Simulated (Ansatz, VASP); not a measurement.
## N: VASP beside Ansatz

Contents of INCAR:

```
PREC     = Accurate       # precision mode
ENCUT    = 520            # plane-wave cutoff, eV
EDIFF    = 1E-7           # SCF threshold, eV
ISMEAR   = 0              # smearing method
SIGMA    = 0.05           # smearing width, eV
LREAL    = F              # projectors in reciprocal space
LASPH    = T              # aspherical terms in the spheres
NELM     = 150            # most SCF steps
ALGO     = Normal         # electronic algorithm
ISIF     = 2              # what is computed and relaxed
LWAVE    = F              # write WAVECAR
LCHARG   = F              # write CHGCAR
ISPIN    = 2              # spin polarisation
MAGMOM   = 3.18 3.18      # initial moments
LORBIT   = 11             # projections on sites
GGA      = CA             # functional
NBANDS   = 16             # bands
```

File KPOINTS:

```
regular mesh
0
Gamma
  12 12 6
```

File POSCAR:

```
N
1.0
    3.7378716991      0.0000000000      0.0000000000
   -1.8689358496      3.2370918475      0.0000000000
    0.0000000000      0.0000000000      5.9783500000
N
2
Direct
    0.3333333333      0.6666666667      0.2500000000
    0.6666666667      0.3333333333      0.7500000000
```

Input for Ansatz:

```yaml
crystal:
  lattice:
    - [3.7378716991, 0.0, 0.0]
    - [-1.8689358496, 3.2370918475, 0.0]
    - [0.0, 0.0, 5.97835]
  atoms:
    - { symbol: "N", position: [0.3333333333, 0.6666666667, 0.25], spin: 3.18 }
    - { symbol: "N", position: [0.6666666667, 0.3333333333, 0.75], spin: 3.18 }
basis:
  ecutwfc: 420
kpoints:
  mp_grid: { grid: [12, 12, 6] }
hamiltonian:
  xc: lda
scf:
  occupations: { method: gaussian, width: 0.05 }
output:
  forces: true
  stress: true
  eigenvalues: true
  populations: true
magnetization:
  spin_polarized: true
```

Change from the starting cell: strain +0.030 along x and y, +0.015 along z, atoms carried along.

Alike in both runs: task single point; functional LDA; k mesh 12 × 12 × 6; occupations gaussian, width 0.05 eV; collinear spin.

|  | VASP | Ansatz |
| --- | --- | --- |
| version | VASP 6.6.1 | Ansatz 0.2.0 |
| potentials or method | VASP PAW LDA potentials, release 64 (N), cutoff 520 eV | scalar-relativistic, plane waves, PAW |
| valence electrons in the cell | 10 | 10 |

|  | VASP | Ansatz | Ansatz less VASP |
| --- | --- | --- | --- |
| gap on the k mesh at the Fermi level (eV) | 2.29 | 2.42 | +0.129 |
| least direct gap on the mesh (eV) | 2.29 | 2.42 | +0.129 |
| pressure (GPa) | -0.4 | -0.3 | +0.07 |
| net moment per atom (μB) | 3.00 | 3.00 | 0.000 |
| size of the moment on the site where the two differ most (μB) | 1.92 | 2.90 | +0.977 |

LDA's correlation is that of Perdew and Zunger in VASP and of Perdew and Wang (1992) in Ansatz. Site moments also hang on the region over which each program counts them.
